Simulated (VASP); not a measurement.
## MgCd3Se4: single point with PBE

Crystal: MgCd3Se4.

```xyz
8
Lattice="4.0205 0.0000 0.0000 0.0000 4.0205 0.0000 0.0000 0.0000 11.3933" Properties=species:S:1:pos:R:3 pbc="T T T"
Mg    0.0000    0.0000    0.0000
Cd    2.0103    2.0103    2.8258
Cd    0.0000    0.0000    5.6967
Cd    2.0103    2.0103    8.5675
Se    0.0000    0.0000    2.7895
Se    2.0103    2.0103    5.6967
Se    0.0000    0.0000    8.6038
Se    2.0103    2.0103    0.0000
```

```
Program                 : VASP 6.6.1
Task                    : single point
Functional              : PBE
Potentials or basis     : VASP PAW PBE potentials, release 64 (Mg, Cd, Se)
Cutoff                  : 520 eV
k mesh                  : 10 × 10 × 4
Occupations             : gaussian, width 0.1 eV
Spin                    : no spin polarisation
Dipole correction       : no
k mesh for the DOS      : 15 × 15 × 6
Occupations for the DOS : tetrahedron
Further INCAR settings  : ALGO = Normal; EDIFF = 1e-07; NBANDS = 41
```

| Property | Result |
| --- | --- |
| Valence electrons inside the program's atomic spheres | Mg 0.27; Cd 10.21, 10.20 (each value once); Se 3.85, 3.84, 3.87 (each value once) |

Levels at points of the mesh, in eV from the Fermi level:
```csv
k point,band 28,band 29,band 30,band 31,band 32,band 33,band 34,band 35
"(0.00, 0.00, 0.00)",-1.27,-0.52,-0.49,-0.49,-0.17,0.57,2.56,3.01
"(0.00, 0.00, 0.50)",-0.89,-0.89,-0.62,-0.62,0.40,0.96,2.12,2.71
```

It took 9.1 min on 1 thread of Intel(R) Xeon(R) 6975P-C (Granite Rapids), on a shared host, peak memory 0.93 GiB.
